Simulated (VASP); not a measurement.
# SnSe2 (P-3m1) in VASP: notebook

Runs on SnSe2. Level: PBE+D3(BJ). Tasks: single point, relaxation of cell and atoms.

Program: VASP 6.6.1. These are calculated values, not measurements. Logs are shortened: lines on timing, memory, paths and dates and some standing lists are left out, and cuts for length are marked.

## (1) The cell of the first run

Symmetry: P-3m1, No. 164, trigonal system. The conventional cell has a = 3.840 Å, b = 3.840 Å, c = 6.023 Å, α = 90.00°, β = 90.00°, γ = 120.00°. Within 3.6 Å of Sn (site symmetry -3m) lie 6 Se at 2.73 Å. Within 3.6 Å of Se (site symmetry 3m) lie 3 Sn at 2.73 Å and 3 Se at 3.60 Å.

## (2) Single point, PBE+D3(BJ)

File INCAR:

```
ALGO = Normal
EDIFF = 1E-6
ENCUT = 520
GGA = PE
ISIF = 2
ISMEAR = 0
IVDW = 12
LASPH = T
LCHARG = F
LREAL = F
LWAVE = F
NBANDS = 20
NELM = 60
PREC = Accurate
SIGMA = 0.1
```

File KPOINTS:

```
k-points
0
Gamma
  6 6 4
```

File POSCAR:

```
SnSe2
1.0
    3.8402018800      0.0000000000      0.0000000000
   -1.9201009400      3.3257123838      0.0000000000
    0.0000000000      0.0000000000      6.0230971861
Sn Se
1 2
Direct
    0.0000000000      0.0000000000      0.0000000000
    0.3333333333      0.6666666667      0.2646695539
    0.6666666667      0.3333333333      0.7353304461
```

Potentials or basis: VASP PAW PBE potentials, release 64 (Sn_d, Se).

Run with:

```sh
cat potpaw_PBE.64/Sn_d/POTCAR potpaw_PBE.64/Se/POTCAR > POTCAR
mpirun -np 1 vasp_std > vasp.out
```

OUTCAR:

```text
EDIFF = 1E-6
   ENCUT = 520
   GGA = PE
   ISIF = 2
   ISMEAR = 0
   IVDW = 12
   LASPH = T
   LREAL = F
   NELM = 60
   PREC = Accurate
 IVDW          = 12

 ion  position               nearest neighbor table
   1  0.000  0.000  0.000-   2 2.73   3 2.73   3 2.73   2 2.73   3 2.73   2 2.73
   2  0.333  0.667  0.265-   1 2.73   1 2.73   1 2.73
   3  0.667  0.333  0.735-   1 2.73   1 2.73   1 2.73

  LATTYP: Found a hexagonal cell.
 ALAT       =     3.8402018800
 C/A-ratio  =     1.5684324351

  Lattice vectors:

 A1 = (   3.8402018800,   0.0000000000,   0.0000000000)
 A2 = (  -1.9201009400,   3.3257123838,   0.0000000000)
 A3 = (   0.0000000000,   0.0000000000,   6.0230971861)

Analysis of symmetry for initial positions (statically):
=====================================================================
 Subroutine PRICEL returns:
 Original cell was already a primitive cell.

 Routine SETGRP: Setting up the symmetry group for a
 hexagonal supercell.

 Subroutine GETGRP returns: Found 12 space group operations
 (whereof 12 operations were pure point group operations)
 out of a pool of 24 trial point group operations.

The static configuration has the point symmetry D_3d.

Analysis of symmetry for dynamics (positions and initial velocities):
=====================================================================
 Subroutine PRICEL returns:
 Original cell was already a primitive cell.

 Routine SETGRP: Setting up the symmetry group for a
 hexagonal supercell.

 Subroutine GETGRP returns: Found 12 space group operations
 (whereof 12 operations were pure point group operations)
 out of a pool of 24 trial point group operations.

The dynamic configuration has the point symmetry D_3d.

 Subroutine INISYM returns: Found 12 space group operations
 (whereof 12 operations are pure point group operations),
 and found     1 'primitive' translations

----------------------------------------------------------------------------------------

                                     Primitive cell

  volume of cell :      76.9234

  direct lattice vectors                    reciprocal lattice vectors
     3.840201880  0.000000000  0.000000000     0.260402977  0.150343729  0.000000000
    -1.920100940  3.325712384  0.000000000     0.000000000  0.300687457  0.000000000
     0.000000000  0.000000000  6.023097186     0.000000000  0.000000000  0.166027539

  length of vectors
     3.840201880  3.840201880  6.023097186     0.300687457  0.300687457  0.166027539

  position of ions in fractional coordinates (direct lattice)
     0.000000000  0.000000000  0.000000000
     0.333333333  0.666666667  0.264669554
     0.666666667  0.333333333  0.735330446

  ion indices of the primitive-cell ions
   primitive index   ion index
                 1           1
                 2           2
                 3           3

----------------------------------------------------------------------------------------

 KPOINTS: k-points

Automatic generation of k-mesh.
 Grid dimensions read from file:
 generate k-points for:    6    6    4

 Generating k-lattice:

  Cartesian coordinates                     Fractional coordinates (reciprocal lattice)
     0.043400496  0.025057288  0.000000000     0.166666667  0.000000000  0.000000000
     0.000000000  0.050114576  0.000000000     0.000000000  0.166666667  0.000000000
     0.000000000  0.000000000  0.041506885     0.000000000  0.000000000  0.250000000

  Length of vectors
     0.050114576  0.050114576  0.041506885

  Shift w.r.t. Gamma in fractional coordinates (k-lattice)
     0.000000000  0.000000000  0.000000000

 Subroutine IBZKPT returns following result:
 ===========================================

 Found     24 irreducible k-points:

 Following reciprocal coordinates:
            Coordinates               Weight
  0.000000  0.000000  0.000000      1.000000
  0.166667 -0.000000  0.000000      6.000000
  0.333333  0.000000  0.000000      6.000000
  0.500000 -0.000000  0.000000      3.000000
  0.166667  0.166667  0.000000      6.000000
  0.333333  0.166667  0.000000     12.000000
[... 16 lines left out ...]
  0.333333  0.166667  0.500000     12.000000
  0.333333  0.333333  0.500000      2.000000
   k-points           NKPTS =     24   k-points in BZ     NKDIM =     24   number of bands    NBANDS=     20
   number of dos      NEDOS =    301   number of ions     NIONS =      3
   total plane-waves  NPLWV =  43200
   dimension x,y,z NGX =    30 NGY =   30 NGZ =   48
   dimension x,y,z NGXF=    60 NGYF=   60 NGZF=   96
   ions per type =               1   2
   NGX,Y,Z   is equivalent  to a cutoff of  12.99, 12.99, 13.25 a.u.
   NGXF,Y,Z  is equivalent  to a cutoff of  25.97, 25.97, 26.50 a.u.
 SYSTEM =  unknown system
   PREC   = accura    normal or accurate (medium, high low for compatibility)
   ISTART =      0    job   : 0-new  1-cont  2-samecut
   ICHARG =      2    charge: 1-file 2-atom 10-const
   ISPIN  =      1    spin polarized calculation?
   LNONCOLLINEAR =      F non collinear calculations
   LSORBIT =      F    spin-orbit coupling
   LASPH  =      T    aspherical Exc in radial PAW
   ENCUT  =  520.0 eV  38.22 Ry    6.18 a.u.   7.14  7.14 11.20*2*pi/ulx,y,z
   NELM   =     60;   NELMIN=  2; NELMDL= -5     # of ELM steps
   EDIFF  = 0.1E-05   stopping-criterion for ELM
   LREAL  =      F    real-space projection
   EDIFFG = 0.1E-04   stopping-criterion for IOM
   NSW    =      0    number of steps for IOM
   IBRION =     -1    ionic relax: 0-MD 1-quasi-New 2-CG
   NFREE  =      0    steps in history (QN), initial steepest desc. (CG)
   ISIF   =      2    stress and relaxation
   ISYM   =      2    0-nonsym 1-usesym 2-fastsym
   POTIM  = 0.5000    time-step for ionic-motion
   TEBEG  =    0.0;   TEEND  =   0.0 temperature during run
   PSTRESS=    0.0 pullay stress
   NELECT =      26.0000    total number of electrons
   NUPDOWN=      -1.0000    fix difference up-down
   EMIN   =  10.00;   EMAX   =-10.00  energy-range for DOS
   EFERMI =   0.00;   METHOD = LEGACY
   ISMEAR =     0;   SIGMA  =   0.10  broadening in eV -4-tet -1-fermi 0-gaus
   EFERMI_NEDOS =   21; number of points for ismear=-14 and -15
   IALGO  =     38    algorithm
   IMIX   =      4    mixing-type and parameters
     AMIX     =   0.40;   BMIX     =  1.00
     AMIX_MAG =   1.60;   BMIX_MAG =  1.00
  volume/ion in A,a.u.               =      25.64       173.03
  Fermi-wavevector in a.u.,A,eV,Ry     =   1.140372  2.154990 17.693662  1.300447
  Thomas-Fermi vector in A             =   2.277074
   LORBIT       =      0    0 simple, 1 ext, 2 COOP (PROOUT), +10 PAW based schemes
   GGA     = PE    functional components
   LHFCALC =     F    Hartree Fock is set to
   AEXX    =    0.0000 exact exchange contribution
   IVDW    =    12    specifies the selected vdW correction
   LEPSILON=     F    determine dielectric tensor
   LRPA    =     F    only Hartree local field effects (RPA)
 non-spin polarized calculation
 Gauss-broadening in eV      SIGMA  =   0.10
  energy-cutoff  :      520.00
  volume of cell :       76.92
 maximum number of plane-waves:      2098
 NGX is ok and might be reduce to    30

 number of electron      26.0000002 magnetization

 Free energy of the ion-electron system (eV)
  ---------------------------------------------------
  ext. energy  EPLUGINS =         0.00000000
  ---------------------------------------------------
  free energy    TOTEN  =       -11.79805247 eV

  energy without entropy =      -11.79805230  energy(sigma->0) =      -11.79805238

 E-fermi :   4.6302     XC(G=0):  -9.5481

 val. band max:        4.3099049751   @ k =   0.1667  -0.0000   0.0000
 cond. band min:       4.9506127111   @ k =   0.5000  -0.0000   0.2500
 fundamental gap:      0.6407077360
 Fermi energy:         4.6302431415

 k-point     1 :       0.0000    0.0000    0.0000
  band No.  band energies     occupation
      1     -17.0037      2.00000
      2     -17.0037      2.00000
      3     -16.9709      2.00000
      4     -16.9592      2.00000
      5     -16.9592      2.00000
      6      -9.5286      2.00000
[... 12 lines left out ...]
     19      13.2732      0.00000
     20      13.2732      0.00000

 k-point     2 :       0.1667   -0.0000    0.0000
  band No.  band energies     occupation
      1     -17.0141      2.00000
      2     -16.9952      2.00000
      3     -16.9669      2.00000
      4     -16.9621      2.00000
      5     -16.9579      2.00000
      6      -9.2683      2.00000
[... 12 lines left out ...]
     19      12.3388      0.00000
     20      13.4380      0.00000

 k-point     3 :       0.3333    0.0000    0.0000
  band No.  band energies     occupation
      1     -17.0383      2.00000
      2     -16.9850      2.00000
      3     -16.9763      2.00000
      4     -16.9482      2.00000
      5     -16.9469      2.00000
      6      -8.5786      2.00000
[... 12 lines left out ...]
     19      13.2277      0.00000
     20      14.4299      0.00000

 k-point     4 :       0.5000   -0.0000    0.0000
  band No.  band energies     occupation
      1     -17.0511      2.00000
      2     -16.9836      2.00000
      3     -16.9808      2.00000
      4     -16.9396      2.00000
      5     -16.9388      2.00000
      6      -7.9883      2.00000
[... 12 lines left out ...]
     19      14.4213      0.00000
     20      15.3853      0.00000

 k-point     5 :       0.1667    0.1667    0.0000
  band No.  band energies     occupation
      1     -17.0261      2.00000
      2     -16.9923      2.00000
      3     -16.9696      2.00000
      4     -16.9605      2.00000
      5     -16.9467      2.00000
      6      -8.7877      2.00000
[... 12 lines left out ...]
     19      11.1236      0.00000
     20      14.5271      0.00000
[... 353 lines left out ...]
      6      -7.8345      2.00000
[... 12 lines left out ...]
     19      13.6194      0.00000
     20      15.2331      0.00000

 k-point    22 :       0.1667    0.1667    0.5000
  band No.  band energies     occupation
      1     -17.0263      2.00000
      2     -16.9923      2.00000
      3     -16.9697      2.00000
      4     -16.9604      2.00000
      5     -16.9466      2.00000
      6      -8.5318      2.00000
[... 12 lines left out ...]
     19      12.2023      0.00000
     20      13.4355      0.00000

 k-point    23 :       0.3333    0.1667    0.5000
  band No.  band energies     occupation
      1     -17.0383      2.00000
      2     -16.9942      2.00000
      3     -16.9731      2.00000
      4     -16.9500      2.00000
      5     -16.9389      2.00000
      6      -7.8865      2.00000
[... 12 lines left out ...]
     19      12.5453      0.00000
     20      14.0539      0.00000

 k-point    24 :       0.3333    0.3333    0.5000
  band No.  band energies     occupation
      1     -17.0179      2.00000
      2     -17.0179      2.00000
      3     -16.9585      2.00000
      4     -16.9585      2.00000
      5     -16.9419      2.00000
      6      -7.5416      2.00000
[... 12 lines left out ...]
     19      13.4175      0.00000
     20      13.4247      0.00000

------------------------ aborting loop because EDIFF is reached ----------------------------------------

 Edisp (eV)   -1.08885

 E8    (eV) :    -0.4766

  FORCE on cell =-STRESS in cart. coord.  units (eV):
  Direction    XX          YY          ZZ          XY          YZ          ZX
  --------------------------------------------------------------------------------------
  -------------------------------------------------------------------------------------
  Total       0.04151     0.04151    -0.03899     0.00000     0.00000     0.00000
  in kB       0.86459     0.86459    -0.81209     0.00000     0.00000     0.00000
  external pressure =        0.31 kB  Pullay stress =        0.00 kB

 VOLUME and BASIS-vectors are now :
 -----------------------------------------------------------------------------
  energy-cutoff  :      520.00
  volume of cell :       76.92
      direct lattice vectors                 reciprocal lattice vectors
     3.840201880  0.000000000  0.000000000     0.260402977  0.150343729  0.000000000
    -1.920100940  3.325712384  0.000000000     0.000000000  0.300687457  0.000000000
     0.000000000  0.000000000  6.023097186     0.000000000  0.000000000  0.166027539

 POSITION                                       TOTAL-FORCE (eV/Angst)
 -----------------------------------------------------------------------------------
      0.00000      0.00000      0.00000        -0.000000      0.000000      0.000000
     -0.00000      2.21714      1.59413         0.000000      0.000000     -0.000551
      1.92010      1.10857      4.42897         0.000000      0.000000      0.000551
 -----------------------------------------------------------------------------------
    total drift:                                0.000000     -0.000000      0.000000

  FREE ENERGIE OF THE ION-ELECTRON SYSTEM (eV)
  ---------------------------------------------------
  free  energy   TOTEN  =       -12.8869068828 eV

  energy  without entropy=      -12.8869067161  energy(sigma->0) =      -12.88690680
```

Wall time 31 s (1 thread of Intel Xeon Platinum 8488C (Sapphire Rapids), shared host); peak memory 0.21 GiB.

What came out:

```yaml
Free_energy: -12.8869 eV
Pressure: 0.0 GPa
Band_gap_on_the_k_mesh: 0.64 eV, indirect (least direct gap 0.83 eV)
Dispersion_energy_per_atom: -0.363 eV
```

Caveat: spin-orbit coupling is left out, which moves the levels of the heavy elements. A k mesh can miss the band edges.

## (3) Single point, PBE+D3(BJ)

This run uses another cell than the first one: it holds 6 atoms, not 3.

File INCAR:

```
PREC = Accurate
ENCUT = 520
EDIFF = 1E-7
ISMEAR = 0
SIGMA = 0.03
LREAL = False
LASPH = True
NELM = 100
ALGO = Normal
ISIF = 2
LWAVE = False
LCHARG = False
GGA = PE
IVDW = 12
NBANDS = 35
```

File KPOINTS:

```
Automatic mesh
0
Gamma
  6 6 2
```

File POSCAR:

```
SnSe2
1.0
    3.8390485964      0.0000000000      0.0000000000
   -1.9195242982      3.3247136108      0.0000000000
    0.0000000000      0.0000000000     12.0232621154
Sn Se
2 4
Direct
    0.0000000000      0.0000000000      0.0000000000
    0.0000000000      0.0000000000      0.5000000000
    0.3333333333      0.6666666667      0.1325764992
    0.3333333333      0.6666666667      0.6325764992
    0.6666666667      0.3333333333      0.3674235008
    0.6666666667      0.3333333333      0.8674235008
```

Potentials or basis: VASP PAW PBE potentials, release 64 (Sn_d, Se).

Run with:

```sh
cat potpaw_PBE.64/Sn_d/POTCAR potpaw_PBE.64/Se/POTCAR > POTCAR
mpirun -np 1 vasp_std > vasp.out
```

It took 77 s on 1 thread of Intel Xeon Platinum 8488C (Sapphire Rapids), shared host; peak memory 0.29 GiB.

It converged, with:

| Property | Result |
| --- | --- |
| Free energy | -25.7737 eV |
| Pressure | 0.1 GPa |
| Band gap on the k mesh | 0.63 eV |
| Dispersion energy per atom | -0.364 eV |

Stress tensor (GPa, compression positive):
```
 0.16  0.00  0.00
 0.00  0.16  0.00
 0.00  0.00 -0.01
```

Levels at points of the mesh, in eV from the valence-band top:
| k point | band 23 | band 24 | band 25 | band 26 | band 27 | band 28 | band 29 | band 30 |
| --- | --- | --- | --- | --- | --- | --- | --- | --- |
| (0.00, 0.00, 0.00) | -0.47 | -0.21 | -0.21 | -0.04 | 0.78 | 2.47 | 2.85 | 3.00 |
| (0.50, 0.00, 0.00) | -1.60 | -1.02 | -0.91 | -0.30 | 0.69 | 1.19 | 3.58 | 3.98 |
| (0.00, 0.00, 0.50) | -0.32 | -0.32 | -0.32 | -0.32 | 1.82 | 1.82 | 2.98 | 2.98 |
| (0.50, 0.00, 0.50) | -0.97 | -0.97 | -0.59 | -0.59 | 0.63 | 0.63 | 3.87 | 3.87 |

Caveat: spin-orbit coupling is left out, which moves the levels of the heavy elements.

(Part 1 of 2 ends here.)
